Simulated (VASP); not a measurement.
BAs: single point with PBE

Crystal: BAs.

```
CELL_PARAMETERS angstrom
3.36586 0.00000 0.00000
-1.68293 2.91492 0.00000
0.00000 0.00000 8.74459
ATOMIC_POSITIONS crystal
B 0.33333 0.66667 0.25000
B 0.66667 0.33333 0.75000
As 0.66667 0.33333 0.25000
As 0.33333 0.66667 0.75000
```

```yaml
Program: VASP 6.6.1
Task: single point
Functional: PBE
Potentials_or_basis: VASP PAW PBE potentials, release 64 (B, As)
Cutoff: 520 eV
k_mesh: 6 × 6 × 2
Occupations: gaussian, width 0.01 eV
Spin: no spin polarisation
Dipole_correction: no
Further_INCAR_settings: ALGO = Normal; EDIFF = 1e-06; NBANDS = 16
```

* Pressure: 2.0 GPa
* Band gap on the k mesh: 0.71 eV

Stress tensor (GPa, compression positive):
```
2.83 0.00 0.00
0.00 2.83 0.00
0.00 0.00 0.47
```

Levels at points of the mesh, in eV from the valence-band top:
```tsv
k point	band 4	band 5	band 6	band 7	band 8	band 9	band 10	band 11	band 12	band 13
(0.00, 0.00, 0.00)	-3.37	-1.52	-1.52	-1.49	-1.49	3.33	3.88	4.08	4.84	4.84
(0.50, 0.00, 0.00)	-8.23	-3.62	-3.58	-1.49	-0.59	0.94	2.03	2.48	2.66	7.05
(0.00, 0.00, 0.50)	-4.01	-1.50	-1.50	-1.50	-1.50	3.95	3.95	4.88	4.88	4.88
(0.50, 0.00, 0.50)	-8.26	-3.60	-3.60	-1.07	-1.07	1.41	1.41	2.57	2.57	8.00
```

It took 39 s on 1 thread of AMD EPYC 7571 (shared host), peak memory 0.18 GiB.

Caveat: this functional lacks dispersion, which binds the layers, so the pressure and a relaxed spacing across them are unreliable. A k mesh can miss the band edges.
